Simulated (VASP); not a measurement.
A run of VASP 6.6.1 is set up as follows.

The input INCAR:

```
SYSTEM = N
PREC = Accurate ; ENCUT = 520
EDIFF = 1E-6 ; ISMEAR = -1
SIGMA = 0.1 ; LREAL = .FALSE.
LASPH = .TRUE. ; NELM = 100
ALGO = Normal ; ISIF = 2
LWAVE = .FALSE. ; LCHARG = .FALSE.
GGA = PS ; NBANDS = 12
```

KPOINTS

```
regular mesh
0
G
  8 8 7
  0 0 0
```

POSCAR

```
N
1.0
    2.4548433952      0.0000000000      0.0000000000
   -1.2274216976      2.1259562669      0.0000000000
    0.0000000000      0.0000000000      2.3832561298
N
2
Direct
    0.6666666667      0.3333333333      0.2500000000
    0.3333333333      0.6666666667      0.7500000000
```

Potentials or basis: VASP PAW PBE potentials, release 64 (N).

Run with:

```bash
$ cat potpaw_PBE.64/N/POTCAR > POTCAR
$ mpirun -np 1 vasp_std > vasp.out
```

Q: Predict the pressure.

A: 18.9 GPa.

Q: Predict the band gap on the k mesh.

A: Zero (band 5 reaches 9.48 eV, above the bottom of band 6 at 5.67 eV).

Stress tensor (GPa, compression positive):
```
21.48  0.00  0.00
 0.00 21.48  0.00
 0.00  0.00 13.62
```

Caveat: the k points lie up to 0.38 Å⁻¹ apart; the PAW data sets were made with another functional, which shifts forces and pressure a little.
